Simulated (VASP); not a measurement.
Bi3S:

```
CELL_PARAMETERS angstrom
3.58074 0.00000 0.00000
-1.79037 3.10101 0.00000
0.00000 0.00000 10.16123
ATOMIC_POSITIONS crystal
Bi 0.66667 0.33333 0.00000
Bi 0.00000 0.00000 0.70801
Bi 0.00000 0.00000 0.29199
S 0.66667 0.33333 0.50000
```

The cell was built from a structure type or drawn by symmetry, and may not be a known phase.

| Quantity | Value |
| --- | --- |
| Program | VASP 6.6.1 |
| Task | relaxation of cell and atoms |
| Functional | PBE |
| Potentials or basis | VASP PAW PBE potentials, release 64 (Bi_d, S) |
| Cutoff | 600 eV |
| k mesh | 12 × 12 × 6 |
| Occupations | gaussian, width 0.1 eV |
| Spin | no spin polarisation |

At the start: pressure -0.2 GPa; volume 28.21 Å³/atom.

Problem. How do energy, volume and symmetry change on relaxing?

Solution. Over 9 steps the energy falls by 4.0 meV/atom; space group P-6m2 (No. 187, to 0.1 Å) before and after.

Step by step:
```csv
step,energy change (eV),largest force (eV/Å),pressure (GPa),volume (Å³)
1,0.0000,0.0618,-0.16,112.83
2,-0.0111,0.0739,0.25,112.35
3,-0.0118,0.1207,0.40,112.19
4,-0.0142,0.0819,-0.15,113.27
5,-0.0142,0.0809,-0.18,113.30
6,-0.0152,0.0569,-0.11,113.11
7,-0.0160,0.0164,0.00,112.80
8,-0.0160,0.0127,0.01,112.77
9,-0.0160,0.0037,-0.03,112.82
```

Final structure:
```xyz
4
Lattice="3.6255 0.0000 0.0000 -1.8127 3.1398 0.0000 0.0000 0.0000 9.9110" Properties=species:S:1:pos:R:3 pbc="T T T"
Bi    1.8127    1.0466    0.0000
Bi    0.0000    0.0000    7.0368
Bi    3.6255    0.0000    2.8742
S     1.8127    1.0466    4.9555
```
